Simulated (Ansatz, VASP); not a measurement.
**Two plane-wave programs on Ni**

```
Ni
1.0
     0.00000    1.78513    1.78513
     1.78513    0.00000    1.78513
     1.78513    1.78513    0.00000
Ni
1
Direct
  0.00000 0.00000 0.00000
```

Alike in both runs: task single point; functional PBE; k mesh 14 × 14 × 14; occupations methfessel-paxton of order 1, width 0.3 eV; collinear spin.

|  | VASP | Ansatz |
| --- | --- | --- |
| version | VASP 6.6.1 | Ansatz 0.2.0 |
| potentials or method | VASP PAW PBE potentials, release 64 (Ni), cutoff 520 eV | plane waves, PAW |
| valence electrons in the cell | 10 | 18 |

VASP gave:

| Quantity | Value |
| --- | --- |
| net moment per atom (μB) | 0.63 |
| size of the moment on the site where the two differ most (μB) | 0.65 |

Q: Which values does Ansatz return?

A: net moment per atom (μB): 0.65; size of the moment on the site where the two differ most (μB): 0.70.

Site moments also hang on the region over which each program counts them. The functional is the same, so the differences come from potentials, cutoffs and numerics. VASP's potentials hold 10 valence electrons a cell and Ansatz's 18, so a difference there can come from the potentials and not from the codes. Ansatz's warnings: stability check not made.
